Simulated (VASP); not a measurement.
A run of VASP 6.6.1 is set up as follows.

File INCAR:

```
SYSTEM = Ta2N
PREC = Accurate ; ENCUT = 520
EDIFF = 1E-6 ; ISMEAR = 0
SIGMA = 0.15 ; LREAL = .FALSE.
LASPH = .TRUE. ; NELM = 100
ALGO = Normal ; ISIF = 2
LWAVE = .FALSE. ; LCHARG = .TRUE.
GGA = CA ; LELF = .TRUE.
LVHAR = .TRUE. ; NBANDS = 50
```

File KPOINTS:

```
Automatic mesh
0
G
  9 9 8
  0 0 0
```

POSCAR

```
Ta2N
1.0
    5.3378662704      0.0000000000      0.0000000000
   -2.6689331352      4.6227277921      0.0000000000
    0.0000000000      0.0000000000      4.6861127988
Ta N
6 3
Direct
    0.6191173904      0.6191173904      0.7526041962
    0.0000000000      0.3808826096      0.7526041962
    0.3808826096      0.0000000000      0.7526041962
    0.3808826096      0.3808826096      0.2473958038
    0.0000000000      0.6191173904      0.2473958038
    0.6191173904      0.0000000000      0.2473958038
    0.6666666667      0.3333333333      0.5000000000
    0.3333333333      0.6666666667      0.5000000000
    0.0000000000      0.0000000000      0.0000000000
```

Potentials or basis: VASP PAW LDA potentials, release 64 (Ta_pv, N).

Run with:

```sh
$ cat potpaw_LDA.64/Ta_pv/POTCAR potpaw_LDA.64/N/POTCAR > POTCAR
$ mpirun -np 1 vasp_std > vasp.out
```

Task: Predict the pressure.

Result: 20.3 GPa.

Task: Estimate the band gap on the k mesh.

Result: Zero (an odd number of electrons rules out a gap without spin polarisation).

Forces in eV/Å, atoms in the order of the input:
```
Ta   2.991  5.180  2.233
Ta   2.991 -5.180  2.233
Ta  -5.981  0.000  2.233
Ta  -2.991 -5.180 -2.233
Ta  -2.991  5.180 -2.233
Ta   5.981  0.000 -2.233
N    0.000  0.000  0.000
N    0.000  0.000  0.000
N    0.000  0.000  0.000
```

Caveat: the cell stands under pressure; spin-orbit coupling is left out, which moves the levels of the heavy elements; forces of over 1 eV/Å act on the atoms, so gaps and moduli don't describe the material at rest.
